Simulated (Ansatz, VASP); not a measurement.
**In2Te2O in VASP and in Ansatz**

```
CELL_PARAMETERS angstrom
4.50821 0.00000 0.00000
-2.25411 3.90423 0.00000
0.00000 0.00000 7.24780
ATOMIC_POSITIONS crystal
In 0.66667 0.33333 0.35435
In 0.33333 0.66667 0.64565
Te 0.66667 0.33333 0.81933
Te 0.33333 0.66667 0.18067
O 0.00000 0.00000 0.00000
```

Change from the starting cell: species swapped into the YbMn2Sb2 type (P-3m1, No. 164).

Alike in both runs: functional PBE; k mesh 6 × 6 × 2; occupations gaussian, width 0.1 eV; no spin polarisation.

Ansatz relaxed the structure, and its values are those at the end. VASP's run is a single point on that final structure, the one shown.

|  | VASP | Ansatz |
| --- | --- | --- |
| version | VASP 6.6.1 | Ansatz 0.2.0 |
| potentials or method | VASP PAW PBE potentials, release 64 (In_d, Te, O), cutoff 520 eV | scalar-relativistic, plane waves, PAW |
| valence electrons in the cell | 44 | 64 |

VASP gave:

* gap on the k mesh at the Fermi level (eV): none
* pressure (GPa): -0.2
* rms of the force components (eV/Å): 0.003

Task: What did Ansatz give for the same quantities?

Result: gap on the k mesh at the Fermi level (eV): none; pressure (GPa): -0.2; rms of the force components (eV/Å): 0.007.

A gap of «none» marks a metal or a gap that the smearing closes. The functional is the same, so the differences come from potentials, cutoffs and numerics. VASP's potentials hold 44 valence electrons a cell and Ansatz's 64, so a difference there can come from the potentials and not from the codes.

The k mesh is coarse, so the values compare programs but aren't converged. Neither program's run includes spin-orbit coupling.
